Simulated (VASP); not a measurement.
# Ti (P6_3/mmc) in VASP: further runs

Ti is run at these levels: LDA; tasks: single point.

Everything below comes from runs of VASP 6.6.1. Logs are shortened: lines on timing, memory, paths and dates and some standing lists are left out, and cuts for length are marked.

### 1 The cell of the first run

It takes space group P6_3/mmc (No. 194, hexagonal). Conventional cell: a = 2.864 Å, b = 2.864 Å, c = 4.540 Å, α = 90.00°, β = 90.00°, γ = 120.00°. Ti (site symmetry -6m2) has 12 Ti at 2.81 to 2.86 Å within 3.7 Å.

### 2 Single point, LDA

INCAR

```
SYSTEM = Ti
PREC = Accurate
ENCUT = 520
EDIFF = 1E-6
ISMEAR = -1
SIGMA = 0.2
LREAL = .False.
LASPH = .True.
NELM = 60
ALGO = Normal
ISIF = 2
LWAVE = .False.
LCHARG = .False.
GGA = CA
NBANDS = 19
```

KPOINTS

```
Automatic mesh
0
Gamma
  13 13 7
  0 0 0
```

POSCAR

```
Ti
1.0
    2.8638698861      0.0000000000      0.0000000000
   -1.4319349430      2.4801840745      0.0000000000
    0.0000000000      0.0000000000      4.5399943151
Ti
2
Direct
    0.3333333333      0.6666666667      0.2500000000
    0.6666666667      0.3333333333      0.7500000000
```

Potentials or basis: VASP PAW LDA potentials, release 64 (Ti_sv).

The run is started by

```sh
$ cat potpaw_LDA.64/Ti_sv/POTCAR > POTCAR
$ mpirun -np 1 vasp_std > vasp.out
```

OUTCAR:

```text
SYSTEM = Ti
   PREC = Accurate
   ENCUT = 520
   EDIFF = 1E-6
   ISMEAR = -1
   LREAL = .False.
   LASPH = .True.
   NELM = 60
   ISIF = 2
   GGA = CA

 ion  position               nearest neighbor table
   1  0.333  0.667  0.250-   2 2.81   2 2.81   2 2.81   2 2.81   2 2.81   2 2.81
   2  0.667  0.333  0.750-   1 2.81   1 2.81   1 2.81   1 2.81   1 2.81   1 2.81

  LATTYP: Found a hexagonal cell.
 ALAT       =     2.8638698861
 C/A-ratio  =     1.5852655657

  Lattice vectors:

 A1 = (   2.8638698861,   0.0000000000,   0.0000000000)
 A2 = (  -1.4319349430,   2.4801840745,   0.0000000000)
 A3 = (   0.0000000000,   0.0000000000,   4.5399943151)

Analysis of symmetry for initial positions (statically):
=====================================================================
 Subroutine PRICEL returns:
 Original cell was already a primitive cell.

 Routine SETGRP: Setting up the symmetry group for a
 hexagonal supercell.

 Subroutine GETGRP returns: Found 24 space group operations
 (whereof 12 operations were pure point group operations)
 out of a pool of 24 trial point group operations.

The static configuration has the point symmetry D_3d.
 The point group associated with its full space group is D_6h.

Analysis of symmetry for dynamics (positions and initial velocities):
=====================================================================
 Subroutine PRICEL returns:
 Original cell was already a primitive cell.

 Routine SETGRP: Setting up the symmetry group for a
 hexagonal supercell.

 Subroutine GETGRP returns: Found 24 space group operations
 (whereof 12 operations were pure point group operations)
 out of a pool of 24 trial point group operations.

The dynamic configuration has the point symmetry D_3d.
 The point group associated with its full space group is D_6h.

 Subroutine INISYM returns: Found 24 space group operations
 (whereof 12 operations are pure point group operations),
 and found     1 'primitive' translations

----------------------------------------------------------------------------------------

                                     Primitive cell

  volume of cell :      32.2472

  direct lattice vectors                    reciprocal lattice vectors
     2.863869886  0.000000000  0.000000000     0.349177875  0.201597940  0.000000000
    -1.431934943  2.480184074  0.000000000     0.000000000  0.403195880  0.000000000
     0.000000000  0.000000000  4.539994315     0.000000000  0.000000000  0.220264593

  length of vectors
     2.863869886  2.863869886  4.539994315     0.403195880  0.403195880  0.220264593

  position of ions in fractional coordinates (direct lattice)
     0.333333333  0.666666667  0.250000000
     0.666666667  0.333333333  0.750000000

  ion indices of the primitive-cell ions
   primitive index   ion index
                 1           1
                 2           2

----------------------------------------------------------------------------------------

 KPOINTS: Automatic mesh

Automatic generation of k-mesh.
 Grid dimensions read from file:
 generate k-points for:   13   13    7

 Generating k-lattice:

  Cartesian coordinates                     Fractional coordinates (reciprocal lattice)
     0.026859837  0.015507534  0.000000000     0.076923077  0.000000000  0.000000000
     0.000000000  0.031015068  0.000000000     0.000000000  0.076923077  0.000000000
     0.000000000  0.000000000  0.031466370     0.000000000  0.000000000  0.142857143

  Length of vectors
     0.031015068  0.031015068  0.031466370

  Shift w.r.t. Gamma in fractional coordinates (k-lattice)
     0.000000000  0.000000000  0.000000000

 Subroutine IBZKPT returns following result:
 ===========================================

 Found     84 irreducible k-points:

 Following reciprocal coordinates:
            Coordinates               Weight
  0.000000  0.000000  0.000000      1.000000
  0.076923  0.000000  0.000000      6.000000
  0.153846 -0.000000  0.000000      6.000000
  0.230769 -0.000000  0.000000      6.000000
  0.307692 -0.000000  0.000000      6.000000
  0.384615 -0.000000  0.000000      6.000000
[... 16 lines left out ...]
  0.076923  0.000000  0.142857     12.000000
  0.153846 -0.000000  0.142857     12.000000
 [... further k-points ...]
   k-points           NKPTS =     84   k-points in BZ     NKDIM =     84   number of bands    NBANDS=     19
   number of dos      NEDOS =    301   number of ions     NIONS =      2
   total plane-waves  NPLWV =  20736
   dimension x,y,z NGX =    24 NGY =   24 NGZ =   36
   dimension x,y,z NGXF=    48 NGYF=   48 NGZF=   72
   ions per type =               2
   NGX,Y,Z   is equivalent  to a cutoff of  13.93, 13.93, 13.18 a.u.
   NGXF,Y,Z  is equivalent  to a cutoff of  27.86, 27.86, 26.37 a.u.
 SYSTEM =  Ti
   PREC   = accura    normal or accurate (medium, high low for compatibility)
   ISTART =      0    job   : 0-new  1-cont  2-samecut
   ICHARG =      2    charge: 1-file 2-atom 10-const
   ISPIN  =      1    spin polarized calculation?
   LNONCOLLINEAR =      F non collinear calculations
   LSORBIT =      F    spin-orbit coupling
   LASPH  =      T    aspherical Exc in radial PAW
   ENCUT  =  520.0 eV  38.22 Ry    6.18 a.u.   5.32  5.32  8.44*2*pi/ulx,y,z
   NELM   =     60;   NELMIN=  2; NELMDL= -5     # of ELM steps
   EDIFF  = 0.1E-05   stopping-criterion for ELM
   LREAL  =      F    real-space projection
   EDIFFG = 0.1E-04   stopping-criterion for IOM
   NSW    =      0    number of steps for IOM
   IBRION =     -1    ionic relax: 0-MD 1-quasi-New 2-CG
   NFREE  =      0    steps in history (QN), initial steepest desc. (CG)
   ISIF   =      2    stress and relaxation
   ISYM   =      2    0-nonsym 1-usesym 2-fastsym
   POTIM  = 0.5000    time-step for ionic-motion
   TEBEG  =    0.0;   TEEND  =   0.0 temperature during run
   PSTRESS=    0.0 pullay stress
   NELECT =      24.0000    total number of electrons
   NUPDOWN=      -1.0000    fix difference up-down
   EMIN   =  10.00;   EMAX   =-10.00  energy-range for DOS
   EFERMI =   0.00;   METHOD = LEGACY
   ISMEAR =    -1;   SIGMA  =   0.20  broadening in eV -4-tet -1-fermi 0-gaus
   EFERMI_NEDOS =   21; number of points for ismear=-14 and -15
   IALGO  =     38    algorithm
   IMIX   =      4    mixing-type and parameters
     AMIX     =   0.40;   BMIX     =  1.00
     AMIX_MAG =   1.60;   BMIX_MAG =  1.00
  volume/ion in A,a.u.               =      16.12       108.81
  Fermi-wavevector in a.u.,A,eV,Ry     =   1.483592  2.803582 29.947028  2.201044
  Thomas-Fermi vector in A             =   2.597234
   LORBIT       =      0    0 simple, 1 ext, 2 COOP (PROOUT), +10 PAW based schemes
   GGA     = CA    functional components
   LHFCALC =     F    Hartree Fock is set to
   AEXX    =    0.0000 exact exchange contribution
   IVDW    =     0    specifies the selected vdW correction
   LEPSILON=     F    determine dielectric tensor
   LRPA    =     F    only Hartree local field effects (RPA)
 non-spin polarized calculation
  energy-cutoff  :      520.00
  volume of cell :       32.25
 maximum number of plane-waves:       883
 NGX is ok and might be reduce to    24
   NGX = 11   NGY = 11   NGZ = 17

 number of electron      24.0000004 magnetization

 Free energy of the ion-electron system (eV)
  ---------------------------------------------------
  ext. energy  EPLUGINS =         0.00000000
  ---------------------------------------------------
  free energy    TOTEN  =       -17.25552722 eV

  energy without entropy =      -16.91341903  energy(sigma->0) =      -17.08447312

 E-fermi :   8.8401     XC(G=0): -12.1425

 val. band max:        8.8331147591   @ k =   0.0769   0.0000   0.2857
 cond. band min:       8.8574994017   @ k =   0.1538  -0.0000   0.0000
 fundamental gap:      0.0243846426
 Fermi energy:         8.8401027090

 k-point     1 :       0.0000    0.0000    0.0000
  band No.  band energies     occupation
      1     -47.1176      2.00000
      2     -46.9232      2.00000
      3     -24.1731      2.00000
      4     -23.3722      2.00000
      5     -23.3722      2.00000
      6     -23.2446      2.00000
[... 11 lines left out ...]
     18      10.6467      0.00024
     19      12.3518      0.00000

 k-point     2 :       0.0769    0.0000    0.0000
  band No.  band energies     occupation
      1     -47.1093      2.00000
      2     -46.9199      2.00000
      3     -24.1560      2.00000
      4     -23.4077      2.00000
      5     -23.3840      2.00000
      6     -23.2799      2.00000
[... 11 lines left out ...]
     18      10.5434      0.00040
     19      12.4082      0.00000

 k-point     3 :       0.1538   -0.0000    0.0000
  band No.  band energies     occupation
      1     -47.0859      2.00000
      2     -46.9110      2.00000
      3     -24.1068      2.00000
      4     -23.5064      2.00000
      5     -23.4156      2.00000
      6     -23.3800      2.00000
[... 11 lines left out ...]
     18      10.6945      0.00019
     19      12.5313      0.00000

 k-point     4 :       0.2308   -0.0000    0.0000
  band No.  band energies     occupation
      1     -47.0514      2.00000
      2     -46.8996      2.00000
      3     -24.0316      2.00000
      4     -23.6468      2.00000
      5     -23.5161      2.00000
      6     -23.4584      2.00000
[... 11 lines left out ...]
     18      11.1987      0.00002
     19      12.6538      0.00000

 k-point     5 :       0.3077   -0.0000    0.0000
  band No.  band energies     occupation
      1     -47.0123      2.00000
      2     -46.8899      2.00000
      3     -23.9401      2.00000
      4     -23.7967      2.00000
      5     -23.6551      2.00000
      6     -23.5021      2.00000
[... 11 lines left out ...]
     18      11.7921      0.00000
     19      12.7447      0.00000

 k-point     6 :       0.3846   -0.0000    0.0000
  band No.  band energies     occupation
      1     -46.9762      2.00000
      2     -46.8852      2.00000
      3     -23.9212      2.00000
      4     -23.8474      2.00000
      5     -23.7668      2.00000
      6     -23.5373      2.00000
[... 11 lines left out ...]
     18      12.4082      0.00000
     19      12.7998      0.00000

 k-point     7 :       0.4615   -0.0000    0.0000
  band No.  band energies     occupation
      1     -46.9526      2.00000
      2     -46.8858      2.00000
      3     -23.9913      2.00000
      4     -23.8287      2.00000
      5     -23.7799      2.00000
      6     -23.5569      2.00000
[... 11 lines left out ...]
     18      12.8249      0.00000
     19      13.4357      0.00000

 k-point     8 :       0.0769    0.0769    0.0000
  band No.  band energies     occupation
      1     -47.0934      2.00000
      2     -46.9138      2.00000
      3     -24.1229      2.00000
      4     -23.4681      2.00000
      5     -23.4196      2.00000
      6     -23.3365      2.00000
[... 256 lines left out ...]
 k-point    20 :       0.3846    0.2308    0.0000
  band No.  band energies     occupation
      1     -46.9237      2.00000
      2     -46.8921      2.00000
      3     -23.9170      2.00000
      4     -23.7605      2.00000
      5     -23.6976      2.00000
      6     -23.6869      2.00000
[... 11 lines left out ...]
     18      12.5610      0.00000
     19      14.6710      0.00000

 k-point    21 :       0.3077    0.3077    0.0000
  band No.  band energies     occupation
      1     -46.9152      2.00000
      2     -46.8965      2.00000
      3     -23.8861      2.00000
      4     -23.7577      2.00000
      5     -23.7102      2.00000
      6     -23.6546      2.00000
[... 11 lines left out ...]
     18      12.5201      0.00000
     19      14.9698      0.00000

 k-point    22 :       0.0000    0.0000    0.1429
  band No.  band energies     occupation
      1     -47.1082      2.00000
      2     -46.9330      2.00000
      3     -24.1291      2.00000
      4     -23.3659      2.00000
      5     -23.3659      2.00000
      6     -23.2929      2.00000
[... 11 lines left out ...]
     18      10.8523      0.00009
     19      12.3625      0.00000

 k-point    23 :       0.0769    0.0000    0.1429
  band No.  band energies     occupation
      1     -47.1001      2.00000
      2     -46.9295      2.00000
      3     -24.1143      2.00000
      4     -23.4003      2.00000
      5     -23.3773      2.00000
      6     -23.3227      2.00000
[... 11 lines left out ...]
     18      10.8076      0.00011
     19      12.4081      0.00000

 k-point    24 :       0.1538   -0.0000    0.1429
  band No.  band energies     occupation
      1     -47.0773      2.00000
      2     -46.9198      2.00000
      3     -24.0723      2.00000
      4     -23.4960      2.00000
      5     -23.4165      2.00000
      6     -23.4080      2.00000
[... 11 lines left out ...]
     18      10.8400      0.00009
     19      12.5065      0.00000

 [... further k-points ...]

------------------------ aborting loop because EDIFF is reached ----------------------------------------

  FORCE on cell =-STRESS in cart. coord.  units (eV):
  Direction    XX          YY          ZZ          XY          YZ          ZX
  --------------------------------------------------------------------------------------
  -------------------------------------------------------------------------------------
  Total        0.0876138      0.0876138      0.1781248      0.0000000     -0.0000000      0.0000000
  in kB        4.3530213      4.3530213      8.8499812      0.0000000     -0.0000000      0.0000000
  external PRESSURE =       5.8520079 kB  Pullay stress =       0.0000000 kB

 VOLUME and BASIS-vectors are now :
 -----------------------------------------------------------------------------
  energy-cutoff  :      520.00
  volume of cell :       32.25
      direct lattice vectors                 reciprocal lattice vectors
     2.863869886  0.000000000  0.000000000     0.349177875  0.201597940  0.000000000
    -1.431934943  2.480184074  0.000000000     0.000000000  0.403195880  0.000000000
     0.000000000  0.000000000  4.539994315     0.000000000  0.000000000  0.220264593

 POSITION                                       TOTAL-FORCE (eV/Angst)
 -----------------------------------------------------------------------------------
     -0.00000      1.65346      1.13500        -0.000000      0.000000      0.000000
      1.43193      0.82673      3.40500         0.000000      0.000000      0.000000
 -----------------------------------------------------------------------------------
    total drift:                               -0.000000      0.000000     -0.000000

  FREE ENERGIE OF THE ION-ELECTRON SYSTEM (eV)
  ---------------------------------------------------
  free  energy   TOTEN  =       -17.2555272164 eV

  energy  without entropy=      -16.9134190261  energy(sigma->0) =      -17.08447312
```

Wall time 31 s (1 thread of Intel Xeon Platinum 8488C (Sapphire Rapids), shared host); peak memory 0.16 GiB.

What came out:

```
Free energy            : -17.2555 eV
Pressure               : 0.6 GPa
Band gap on the k mesh : zero (bands 12 and 13 overlap by 1.10 eV)
```

Stress tensor (GPa, compression positive):
```
0.44 0.00 0.00
0.00 0.44 0.00
0.00 0.00 0.88
```

Levels at points of the mesh, in eV from the Fermi level:
```
           k point  band 9  band 10  band 11  band 12  band 13  band 14  band 15  band 16
(0.00, 0.00, 0.00)   -6.23    -2.80     0.85     0.85     1.01     1.17     1.40     1.40
```

### 3 Single point, LDA

INCAR

```
  ALGO = Normal
  EDIFF = 1E-6
  ENCUT = 520
  ISIF = 2
  ISMEAR = -1
  LASPH = True
  LCHARG = True
  LELF = True
  LREAL = False
  LVHAR = True
  LWAVE = False
  NBANDS = 19
  NELM = 100
  PREC = Accurate
  SIGMA = 0.3
```

KPOINTS

```
k-points
0
Gamma
  13 13 7
```

POSCAR is that of step 2.

Potentials or basis: VASP PAW LDA potentials, release 64 (Ti_sv).

The run is started by

```sh
$ cat potpaw_LDA.64/Ti_sv/POTCAR > POTCAR
$ mpirun -np 1 vasp_std > vasp.out
```

Run time: 30 s. Hardware: 1 thread of Intel Xeon Platinum 8488C (Sapphire Rapids), shared host; peak memory 0.16 GiB.

The run converged. Its results:

```yaml
Free_energy: -17.4798 eV
Pressure: 1.9 GPa
Band_gap_on_the_k_mesh: zero (bands 12 and 13 overlap by 1.10 eV)
```

Stress tensor (GPa, compression positive):
```
1.53 0.00 0.00
0.00 1.53 0.00
0.00 0.00 2.71
```

Levels at points of the mesh, in eV from the Fermi level:
| k point | band 8 | band 9 | band 10 | band 11 | band 12 | band 13 | band 14 | band 15 | band 16 | band 17 |
| --- | --- | --- | --- | --- | --- | --- | --- | --- | --- | --- |
| (0.00, 0.00, 0.00) | -32.02 | -6.21 | -2.78 | 0.88 | 0.88 | 1.05 | 1.19 | 1.43 | 1.43 | 1.85 |

Caveat: so wide a smearing shifts energies and pressures.

### 4 Single point, LDA

INCAR

```
PREC     = Accurate       # precision mode
ENCUT    = 520            # plane-wave cutoff, eV
EDIFF    = 1E-6           # SCF threshold, eV
ISMEAR   = -1             # smearing method
SIGMA    = 0.6            # smearing width, eV
LREAL    = False          # projectors in reciprocal space
LASPH    = True           # aspherical terms in the spheres
NELM     = 80             # most SCF steps
ALGO     = Normal         # electronic algorithm
ISIF     = 2              # what is computed and relaxed
LWAVE    = False          # write WAVECAR
LCHARG   = False          # write CHGCAR
NBANDS   = 19             # bands
```

KPOINTS

```
regular mesh
0
Gamma
  13 13 7
```

POSCAR is that of step 3.

The run is started by

```sh
$ cat potpaw_LDA.64/Ti_sv/POTCAR > POTCAR
$ mpirun -np 1 vasp_std > vasp.out
```

It took 31 s on 1 thread of Intel Xeon Platinum 8488C (Sapphire Rapids), shared host; peak memory 0.16 GiB.

Results (log left out):

```
Free energy            : -18.7451 eV
Pressure               : 8.1 GPa
Band gap on the k mesh : zero (bands 12 and 13 overlap by 1.14 eV)
```

Stress tensor (GPa, compression positive):
```
7.17 0.00 0.00
0.00 7.17 0.00
0.00 0.00 9.97
```

Levels at points of the mesh, in eV from the Fermi level:
```csv
k point,band 8,band 9,band 10,band 11,band 12,band 13,band 14,band 15,band 16,band 17
"(0.00, 0.00, 0.00)",-31.85,-6.22,-2.74,0.97,0.97,1.16,1.20,1.53,1.53,1.97
```

Caveat: the cell stands under pressure; so wide a smearing shifts energies and pressures.

[end of part 1 of 2]
